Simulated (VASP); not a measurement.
# CoO (I4/mmm) in VASP: single point with PBE+U

Aim: the single point of CoO with PBE+U.

Everything below comes from runs of VASP 6.6.1. Logs are shortened: lines on timing, memory, paths and dates and some standing lists are left out, and cuts for length are marked.

**1. The cell of the first run**

It takes space group I4/mmm (No. 139, tetragonal). The conventional cell has a = 3.016 Å, b = 3.016 Å, c = 4.214 Å, α = 90.00°, β = 90.00°, γ = 90.00°. Co (site symmetry 4/mmm) has 6 O at 2.11 to 2.13 Å within 2.8 Å. O (site symmetry 4/mmm) has 6 Co at 2.11 to 2.13 Å within 2.8 Å.

**2. Single point, PBE+U, collinear spin, antiferromagnetic start**

INCAR reads:

```
SYSTEM = CoO
  ALGO = Normal
  EDIFF = 1E-6
  ENCUT = 520
  GGA = PE
  ISIF = 2
  ISMEAR = -1
  ISPIN = 2
  LASPH = .TRUE.
  LCHARG = .FALSE.
  LDAU = .TRUE.
  LDAUJ = 0 0
  LDAUL = 2 -1
  LDAUPRINT = 1
  LDAUTYPE = 2
  LDAUU = 3.3 0
  LMAXMIX = 4
  LORBIT = 11
  LREAL = .FALSE.
  LWAVE = .FALSE.
  MAGMOM = 3 -3 0 0
  NBANDS = 27
  NELM = 150
  PREC = Accurate
  SIGMA = 0.05
```

KPOINTS reads:

```
k-points
0
G
  5 10 10
  0 0 0
```

POSCAR reads:

```
CoO
1.0
   -3.0160000000      3.0160000000      4.2144950800
    1.5080000000     -1.5080000000      2.1072475400
    1.5080000000      1.5080000000     -2.1072475400
Co O
2 2
Direct
    0.0000000000      0.0000000000      0.0000000000
    0.5000000000      0.0000000000      0.0000000000
    0.2500000000      0.5000000000      0.0000000000
    0.7500000000      0.5000000000      0.0000000000
```

Potentials or basis: VASP PAW PBE potentials, release 64 (Co, O).

Command:

```console
> cat potpaw_PBE.64/Co/POTCAR potpaw_PBE.64/O/POTCAR > POTCAR
> mpirun -np 1 vasp_std > vasp.out
```

OUTCAR:

```text
SYSTEM = CoO
   EDIFF = 1E-6
   ENCUT = 520
   GGA = PE
   ISIF = 2
   ISMEAR = -1
   ISPIN = 2
   LASPH = .TRUE.
   LORBIT = 11
   LREAL = .FALSE.
   NELM = 150
   PREC = Accurate

 ion  position               nearest neighbor table
   1  0.000  0.000  0.000-   3 2.11   4 2.11   4 2.13   3 2.13   3 2.13   4 2.13   2 3.00   2 3.00
                             2 3.00   2 3.00   2 3.02   2 3.02
   2  0.500  0.000  0.000-   4 2.11   3 2.11   4 2.13   3 2.13   4 2.13   3 2.13   1 3.00   1 3.00
                             1 3.00   1 3.00   1 3.02   1 3.02
   3  0.250  0.500  0.000-   2 2.11   1 2.11   2 2.13   1 2.13   2 2.13   1 2.13
   4  0.750  0.500  0.000-   1 2.11   2 2.11   2 2.13   1 2.13   1 2.13   2 2.13

  LATTYP: Found a base centered monoclinic cell.
 ALAT       =     5.1824921398
 B/A-ratio  =     0.5819593969
 C/A-ratio  =     1.0000000000
 COS(beta)  =    -0.3226465208

  Lattice vectors:

 A1 = (   1.5080000000,   1.5080000000,  -2.1072475400)
 A2 = (  -1.5080000000,   1.5080000000,  -2.1072475400)
 A3 = (  -0.0000000000,   3.0160000000,   4.2144950800)

Analysis of symmetry for initial positions (statically):
=====================================================================
 Subroutine PRICEL returns following result:

  LATTYP: Found a body centered tetragonal cell.
 ALAT       =     3.0160000000
 C/A-ratio  =     1.3973790053
[... 12 lines left out ...]
 Subroutine GETGRP returns: Found  4 space group operations
 (whereof  4 operations were pure point group operations)
 out of a pool of  4 trial point group operations.

The static configuration has the point symmetry C_2h.

Analysis of symmetry for dynamics (positions and initial velocities):
=====================================================================
 Subroutine PRICEL returns following result:

  LATTYP: Found a body centered tetragonal cell.
 ALAT       =     3.0160000000
 C/A-ratio  =     1.3973790053
[... 12 lines left out ...]
 Subroutine GETGRP returns: Found  4 space group operations
 (whereof  4 operations were pure point group operations)
 out of a pool of  4 trial point group operations.

The dynamic configuration has the point symmetry C_2h.

Analysis of structural, dynamic, and magnetic symmetry:
=====================================================================
 Subroutine PRICEL returns following result:

  LATTYP: Found a body centered tetragonal cell.
 ALAT       =     3.0160000000
 C/A-ratio  =     1.3973790053
[... 12 lines left out ...]
 Subroutine GETGRP returns: Found  4 space group operations
 (whereof  4 operations were pure point group operations)
 out of a pool of  4 trial point group operations.

The overall configuration has the point symmetry C_2h.

 Subroutine INISYM returns: Found  4 space group operations
 (whereof  4 operations are pure point group operations),
 and found     2 'primitive' translations

----------------------------------------------------------------------------------------

                                     Primitive cell

  volume of cell :      19.1681

  direct lattice vectors                    reciprocal lattice vectors
    -1.508000000  1.508000000  2.107247540     0.000000000  0.331564987  0.237276348
     1.508000000 -1.508000000  2.107247540     0.331564987  0.000000000  0.237276348
     1.508000000  1.508000000 -2.107247540     0.331564987  0.331564987  0.000000000

  length of vectors
[... 159 lines left out ...]
  0.1470 -0.0000  0.0000  0.0001 -0.0000
 -0.0000  0.9538  0.0044  0.0000  0.0024
  0.0000  0.0044  0.2327  0.0000 -0.2350
  0.0001  0.0000  0.0000  0.0431 -0.0000
 -0.0000  0.0024 -0.2350 -0.0000  0.8870

 occupancies and eigenvectors

  o =  0.0431  v =  0.0000  0.0000  0.0000  0.0000  0.0000 -0.0005 -0.0000 -0.0000  1.0000  0.0000      0.0000  0.0000  0.0000  0.0000  0.0000  0.0000  0.0000  0.0000  0.0000  0.0000
  o =  0.1470  v =  0.0000  0.0000  0.0000  0.0000  0.0000  1.0000  0.0000 -0.0000  0.0005 -0.0000      0.0000  0.0000  0.0000  0.0000  0.0000  0.0000  0.0000  0.0000  0.0000  0.0000
  o =  0.1571  v =  0.0000  0.0000  0.0000  0.0000  0.0000  0.0000 -0.0061  0.9519  0.0000  0.3065      0.0000  0.0000  0.0000  0.0000  0.0000  0.0000  0.0000  0.0000  0.0000  0.0000
  o =  0.9537  v =  0.0000  0.0000  0.0000  0.0000  0.0000  0.0000 -0.9947 -0.0371  0.0000  0.0955      0.0000  0.0000  0.0000  0.0000  0.0000  0.0000  0.0000  0.0000  0.0000  0.0000
  o =  0.9627  v =  0.0000  0.0000  0.0000  0.0000  0.0000 -0.0000  0.1023 -0.3043 -0.0000  0.9471      0.0000  0.0000  0.0000  0.0000  0.0000  0.0000  0.0000  0.0000  0.0000  0.0000
  o =  0.9643  v = -0.0000  0.9946 -0.0173  0.0000  0.1026  0.0000  0.0000  0.0000  0.0000  0.0000      0.0000  0.0000  0.0000  0.0000  0.0000  0.0000  0.0000  0.0000  0.0000  0.0000
  o =  0.9674  v =  0.0000 -0.1027 -0.0059 -0.0000  0.9947  0.0000  0.0000  0.0000  0.0000  0.0000      0.0000  0.0000  0.0000  0.0000  0.0000  0.0000  0.0000  0.0000  0.0000  0.0000
  o =  0.9700  v = -0.0174 -0.0000  0.0000  0.9998 -0.0000  0.0000  0.0000  0.0000  0.0000  0.0000      0.0000  0.0000  0.0000  0.0000  0.0000  0.0000  0.0000  0.0000  0.0000  0.0000
  o =  1.0038  v = -0.9998  0.0000 -0.0000 -0.0174 -0.0000  0.0000  0.0000  0.0000  0.0000  0.0000      0.0000  0.0000  0.0000  0.0000  0.0000  0.0000  0.0000  0.0000  0.0000  0.0000
  o =  1.0073  v =  0.0000 -0.0166 -0.9998 -0.0000 -0.0077  0.0000  0.0000  0.0000  0.0000  0.0000      0.0000  0.0000  0.0000  0.0000  0.0000  0.0000  0.0000  0.0000  0.0000  0.0000

atom =   2  type =  1  l = 2

 onsite density matrix

spin component  1

  0.1470 -0.0000 -0.0000  0.0001  0.0000
 -0.0000  0.9538  0.0044 -0.0000  0.0024
 -0.0000  0.0044  0.2327  0.0000 -0.2350
  0.0001 -0.0000  0.0000  0.0431 -0.0000
  0.0000  0.0024 -0.2350 -0.0000  0.8870

spin component  2

  1.0038  0.0000  0.0000  0.0006 -0.0000
  0.0000  0.9643  0.0007  0.0000 -0.0003
  0.0000  0.0007  1.0073  0.0000  0.0003
  0.0006  0.0000  0.0000  0.9700 -0.0000
 -0.0000 -0.0003  0.0003 -0.0000  0.9674

 occupancies and eigenvectors

  o =  0.0431  v = -0.0005  0.0000 -0.0000  1.0000 -0.0000  0.0000  0.0000  0.0000  0.0000  0.0000      0.0000  0.0000  0.0000  0.0000  0.0000  0.0000  0.0000  0.0000  0.0000  0.0000
  o =  0.1470  v =  1.0000  0.0000  0.0000  0.0005  0.0000  0.0000  0.0000  0.0000  0.0000  0.0000      0.0000  0.0000  0.0000  0.0000  0.0000  0.0000  0.0000  0.0000  0.0000  0.0000
  o =  0.1571  v =  0.0000  0.0061 -0.9519 -0.0000 -0.3065  0.0000  0.0000  0.0000  0.0000  0.0000      0.0000  0.0000  0.0000  0.0000  0.0000  0.0000  0.0000  0.0000  0.0000  0.0000
  o =  0.9537  v = -0.0000  0.9947  0.0371 -0.0000 -0.0955  0.0000  0.0000  0.0000  0.0000  0.0000      0.0000  0.0000  0.0000  0.0000  0.0000  0.0000  0.0000  0.0000  0.0000  0.0000
  o =  0.9627  v =  0.0000  0.1023 -0.3043 -0.0000  0.9471  0.0000  0.0000  0.0000  0.0000  0.0000      0.0000  0.0000  0.0000  0.0000  0.0000  0.0000  0.0000  0.0000  0.0000  0.0000
  o =  0.9643  v =  0.0000  0.0000  0.0000  0.0000  0.0000  0.0000  0.9946 -0.0173 -0.0000  0.1026      0.0000  0.0000  0.0000  0.0000  0.0000  0.0000  0.0000  0.0000  0.0000  0.0000
  o =  0.9674  v =  0.0000  0.0000  0.0000  0.0000  0.0000 -0.0000 -0.1027 -0.0059  0.0000  0.9947      0.0000  0.0000  0.0000  0.0000  0.0000  0.0000  0.0000  0.0000  0.0000  0.0000
  o =  0.9700  v =  0.0000  0.0000  0.0000  0.0000  0.0000 -0.0174  0.0000 -0.0000  0.9998 -0.0000      0.0000  0.0000  0.0000  0.0000  0.0000  0.0000  0.0000  0.0000  0.0000  0.0000
  o =  1.0038  v =  0.0000  0.0000  0.0000  0.0000  0.0000 -0.9998 -0.0000  0.0000 -0.0174  0.0000      0.0000  0.0000  0.0000  0.0000  0.0000  0.0000  0.0000  0.0000  0.0000  0.0000
  o =  1.0073  v =  0.0000  0.0000  0.0000  0.0000  0.0000 -0.0000 -0.0166 -0.9998 -0.0000 -0.0077      0.0000  0.0000  0.0000  0.0000  0.0000  0.0000  0.0000  0.0000  0.0000  0.0000

 number of electron      30.0000011 magnetization      -0.0000000

 Free energy of the ion-electron system (eV)
  ---------------------------------------------------
  ext. energy  EPLUGINS =         0.00000000
  ---------------------------------------------------
  free energy    TOTEN  =       -24.30040378 eV

  energy without entropy =      -24.30040378  energy(sigma->0) =      -24.30040378

 E-fermi :   8.1176     XC(G=0): -12.3984

 val. band max:        6.9668670665   @ k =   0.0000   0.0000   0.0000
 cond. band min:       9.3657638723   @ k =   0.4000   0.0000   0.0000
 fundamental gap:      2.3988968059
 Fermi energy:         8.1176411772

 spin component 1

 k-point     1 :       0.0000    0.0000    0.0000
  band No.  band energies     occupation
      1     -11.8148      1.00000
      2     -10.5151      1.00000
      3      -0.0147      1.00000
      4       1.6300      1.00000
      5       1.7447      1.00000
      6       2.9170      1.00000
[... 1433 lines left out ...]
     26      24.2733      0.00000
     27      24.4094      0.00000

 [... further k-points ...]
[... 5 lines left out ...]
  --------------------------------------------------------------------------------------
  -------------------------------------------------------------------------------------
  Total        0.7159783      1.4289848      0.9169408      0.0000000      0.0713972      0.0000000
  in kB       29.9227996     59.7213960     38.3216029      0.0000000      2.9838945      0.0000000
  external PRESSURE =      42.6552662 kB  Pullay stress =       0.0000000 kB

 VOLUME and BASIS-vectors are now :
 -----------------------------------------------------------------------------
  energy-cutoff  :      520.00
  volume of cell :       38.34
      direct lattice vectors                 reciprocal lattice vectors
    -3.016000000  3.016000000  4.214495080     0.000000000  0.165782493  0.118638174
     1.508000000 -1.508000000  2.107247540     0.331564987  0.000000000  0.237276348
     1.508000000  1.508000000 -2.107247540     0.331564987  0.331564987  0.000000000

 POSITION                                       TOTAL-FORCE (eV/Angst)
 -----------------------------------------------------------------------------------
      0.00000      0.00000      0.00000         0.000000     -0.000000     -0.000000
     -1.50800      1.50800      2.10725        -0.000000      0.000000     -0.000000
      0.00000      0.00000      2.10725        -0.000000      0.000000     -0.000000
     -1.50800      1.50800      4.21450         0.000000     -0.000000      0.000000
 -----------------------------------------------------------------------------------
    total drift:                                0.000000      0.000000     -0.000000

  FREE ENERGIE OF THE ION-ELECTRON SYSTEM (eV)
  ---------------------------------------------------
  free  energy   TOTEN  =       -24.3004037816 eV

  energy  without entropy=      -24.3004037816  energy(sigma->0) =      -24.30040378

 total charge

# of ion       s       p       d       tot
------------------------------------------
    1        0.304   0.371   7.152   7.827
    2        0.304   0.371   7.152   7.827
    3        1.554   3.457   0.000   5.011
    4        1.554   3.457   0.000   5.011
--------------------------------------------------
tot          3.716   7.656  14.304  25.676

 magnetization (x)

# of ion       s       p       d       tot
------------------------------------------
    1        0.005   0.002   2.648   2.654
    2       -0.005  -0.002  -2.648  -2.654
    3        0.000   0.000   0.000   0.000
    4        0.000   0.000   0.000   0.000
--------------------------------------------------
tot          0.000   0.000   0.000   0.000
```

Run time: 4.5 min. Hardware: 1 thread of AMD EPYC 9R45 (Zen 5), shared host; peak memory 0.31 GiB.

What came out:

```yaml
Free_energy: -24.3004 eV
Pressure: 4.3 GPa
Band_gap_on_the_k_mesh: 2.40 eV
Net_moment: 0.00 μB per cell
Site_moments: Co +2.65, -2.65; O +0.00 μB
Valence_electrons_inside_the_program's_atomic_spheres: Co 7.83; O 5.01
```

Stress tensor (GPa, compression positive):
```
2.99 0.00 0.00
0.00 5.97 0.30
0.00 0.30 3.83
```

Levels at points of the mesh, in eV from the valence-band top:
Spin up:
| k point | band 13 | band 14 | band 15 | band 16 | band 17 | band 18 |
| --- | --- | --- | --- | --- | --- | --- |
| (0.00, 0.00, 0.00) | -1.21 | -0.72 | 0.00 | 2.43 | 2.46 | 3.58 |
| (0.00, 0.50, 0.00) | -1.12 | -0.54 | -0.35 | 2.59 | 3.93 | 4.21 |
| (0.00, 0.50, 0.50) | -0.99 | -0.42 | 0.00 | 3.10 | 3.80 | 4.12 |
Spin down:
```
           k point  band 12  band 13  band 14  band 15  band 16  band 17  band 18  band 19
(0.00, 0.00, 0.00)    -1.56    -1.21    -0.72     0.00     2.43     2.46     3.58     3.93
(0.00, 0.50, 0.00)    -1.51    -1.12    -0.54    -0.35     2.59     3.93     4.21     6.33
(0.00, 0.50, 0.50)    -1.67    -0.99    -0.42     0.00     3.10     3.80     4.12     6.38
```

Eigenvalues of the final occupation matrices:
| site | spin | trace | eigenvalues |
| --- | --- | --- | --- |
| site 1 d | 1 | 4.91 | 0.96 0.97 0.97 1.00 1.01 |
| site 1 d | 2 | 2.26 | 0.04 0.15 0.16 0.95 0.96 |
| site 2 d | 1 | 2.26 | 0.04 0.15 0.16 0.95 0.96 |
| site 2 d | 2 | 4.91 | 0.96 0.97 0.97 1.00 1.01 |

Caveat: the cell stands under pressure; an odd mesh through Γ misses points on the zone boundary, where band edges can lie.
